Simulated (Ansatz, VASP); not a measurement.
**One calculation of TiO2, two programs**

The input INCAR:

```
SYSTEM = TiO2
ALGO = Normal
DIPOL = 0.5 0.5 0.500
EDIFF = 1E-6
ENCUT = 520
GGA = PS
GGA_COMPAT = .FALSE.
IDIPOL = 3
ISIF = 2
ISMEAR = 0
LASPH = .TRUE.
LCHARG = .FALSE.
LDIPOL = .TRUE.
LREAL = .FALSE.
LWAVE = .FALSE.
NBANDS = 87
NELM = 120
NELMDL = -8
PREC = Accurate
SIGMA = 0.5
```

Contents of KPOINTS:

```
k-points
0
G
  9 6 1
  0 0 0
```

POSCAR

```
TiO2
1.0
    2.9389939992      0.0000000000      0.0000000000
    0.0000000000      4.5912476233      0.0000000000
    0.0000000000      0.0000000000     28.2738593696
O Ti
12 6
Direct
    0.5000000000      0.1955612568      0.2652626902
    0.5000000000      0.8044387432      0.3287750777
    0.0000000000      0.3044387432      0.3464551367
    0.0000000000      0.6955612568      0.4099675241
    0.5000000000      0.1955612568      0.4276475831
    0.5000000000      0.8044387432      0.4911599705
    0.0000000000      0.3044387432      0.5088400295
    0.0000000000      0.6955612568      0.5723524169
    0.5000000000      0.1955612568      0.5900324759
    0.5000000000      0.8044387432      0.6535448633
    0.0000000000      0.3044387432      0.6712249223
    0.0000000000      0.6955612568      0.7347373098
    0.0000000000      0.0000000000      0.2970188840
    0.5000000000      0.5000000000      0.3782113304
    0.0000000000      0.0000000000      0.4594037768
    0.5000000000      0.5000000000      0.5405962232
    0.0000000000      0.0000000000      0.6217886696
    0.5000000000      0.5000000000      0.7029811160
```

Input for Ansatz:

```yaml
crystal:
  lattice:
    - [2.9389939992, 0.0, 0.0]
    - [0.0, 4.5912476233, 0.0]
    - [0.0, 0.0, 28.2738593696]
  atoms:
    - { symbol: O, position: [0.5, 0.1955612568, 0.2652626902] }
    - { symbol: Ti, position: [0.0, 0.0, 0.297018884] }
    - { symbol: O, position: [0.5, 0.8044387432, 0.3287750777] }
    - { symbol: O, position: [0.0, 0.3044387432, 0.3464551367] }
    - { symbol: Ti, position: [0.5, 0.5, 0.3782113304] }
    - { symbol: O, position: [0.0, 0.6955612568, 0.4099675241] }
    - { symbol: O, position: [0.5, 0.1955612568, 0.4276475831] }
    - { symbol: Ti, position: [0.0, 0.0, 0.4594037768] }
    - { symbol: O, position: [0.5, 0.8044387432, 0.4911599705] }
    - { symbol: O, position: [0.0, 0.3044387432, 0.5088400295] }
    - { symbol: Ti, position: [0.5, 0.5, 0.5405962232] }
    - { symbol: O, position: [0.0, 0.6955612568, 0.5723524169] }
    - { symbol: O, position: [0.5, 0.1955612568, 0.5900324759] }
    - { symbol: Ti, position: [0.0, 0.0, 0.6217886696] }
    - { symbol: O, position: [0.5, 0.8044387432, 0.6535448633] }
    - { symbol: O, position: [0.0, 0.3044387432, 0.6712249223] }
    - { symbol: Ti, position: [0.5, 0.5, 0.702981116] }
    - { symbol: O, position: [0.0, 0.6955612568, 0.7347373098] }
basis:
  ecutwfc: 420
kpoints:
  mp_grid: { grid: [9, 6, 1] }
hamiltonian:
  xc: pbesol
scf:
  occupations: { method: gaussian, width: 0.5 }
output:
  forces: true
  stress: true
  eigenvalues: true
efield:
  axis: 3
  dipole_correction: true
  ramp_width: 0.04
```

Alike in both runs: task single point; functional PBEsol; k mesh 9 × 6 × 1; occupations gaussian, width 0.5 eV; no spin polarisation.

|  | VASP | Ansatz |
| --- | --- | --- |
| version | VASP 6.6.1 | Ansatz 0.2.0 |
| potentials or method | VASP PAW PBE potentials, release 64 (O, Ti_sv), cutoff 520 eV | scalar-relativistic, plane waves, PAW |
| valence electrons in the cell | 144 | 144 |

```tsv
	VASP	Ansatz	Ansatz less VASP
gap on the k mesh at the Fermi level (eV)	2.06	2.08	+0.027
least direct gap on the mesh (eV)	2.06	2.08	+0.027
rms of the force components (eV/Å)	0.909	0.918	+0.0094
```

VASP's potentials were made for PBE, not for PBEsol. With one functional, cell and mesh, what is left measures potentials, basis and numerics.
